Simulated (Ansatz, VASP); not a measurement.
**Two plane-wave programs on SnSe2**

```xyz
3
Lattice="3.9266 0.0000 0.0000 -1.9633 3.4005 0.0000 0.0000 0.0000 5.8133" Properties=species:S:1:pos:R:3 pbc="T T T"
Sn    0.0000    0.0000    0.0000
Se    0.0000    2.2670    1.5002
Se    1.9633    1.1335    4.3130
```

Alike in both runs: task single point; functional PBEsol; k mesh 12 × 12 × 6; occupations gaussian, width 0.05 eV; no spin polarisation.

|  | VASP | Ansatz |
| --- | --- | --- |
| version | VASP 6.6.1 | Ansatz 0.2.0 |
| potentials or method | VASP PAW PBE potentials, release 64 (Sn_d, Se), cutoff 520 eV | scalar-relativistic, plane waves, PAW |
| valence electrons in the cell | 26 | 46 |

```csv
,VASP,Ansatz,Ansatz less VASP
gap on the k mesh at the Fermi level (eV),0.08,0.09,+0.010
least direct gap on the mesh (eV),0.09,0.10,+0.011
pressure (GPa),0.0,-0.1,-0.10
"traceless stress, the component that is largest in VASP (GPa)",2.77,2.78,+0.011
rms of the force components (eV/Å),0.209,0.201,-0.0085
```

VASP's potentials were made for PBE, not for PBEsol. Atom by atom the forces differ by 0.008 eV/Å (rms over components). With one functional, cell and mesh, what is left measures potentials, basis and numerics. VASP's potentials hold 26 valence electrons a cell and Ansatz's 46, so a difference there can come from the potentials and not from the codes.
